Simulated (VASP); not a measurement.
As, 1 atom in the cell. It takes space group Im-3m (No. 229, cubic). Conventional cell: a = 2.993 Å, b = 2.993 Å, c = 2.993 Å, α = 90.00°, β = 90.00°, γ = 90.00°. As (site symmetry m-3m) has 14 As at 2.59 to 2.99 Å within 3.4 Å.  This cell differs from its parent crystal: volume scaled by 0.75.

| Item | Value |
| --- | --- |
| Program | VASP 6.6.1 |
| Task | single point |
| Functional | LDA |
| Potentials or basis | VASP PAW LDA potentials, release 64 (As) |
| Cutoff | 520 eV |
| k mesh | 18 × 18 × 18 |
| Occupations | fermi-dirac, width 0.08 eV |
| Spin | no spin polarisation |
| Dipole correction | no |
| Further INCAR settings | ALGO = Normal; EDIFF = 1e-06; NBANDS = 8 |

Potentials or basis: VASP PAW LDA potentials, release 64 (As).

The run is started by

```console
$ cat potpaw_LDA.64/As/POTCAR > POTCAR
$ mpirun -np 1 vasp_std > vasp.out
```

Hardware: 1 thread of Intel Xeon 6975P-C (shared host).

Q: Estimate the wall time of this run.

A: Run time: 7.3 s on 1 thread of Intel Xeon 6975P-C, with other jobs on the host, peak memory 0.13 GiB. Counts: scf iterations 9, k points 195.
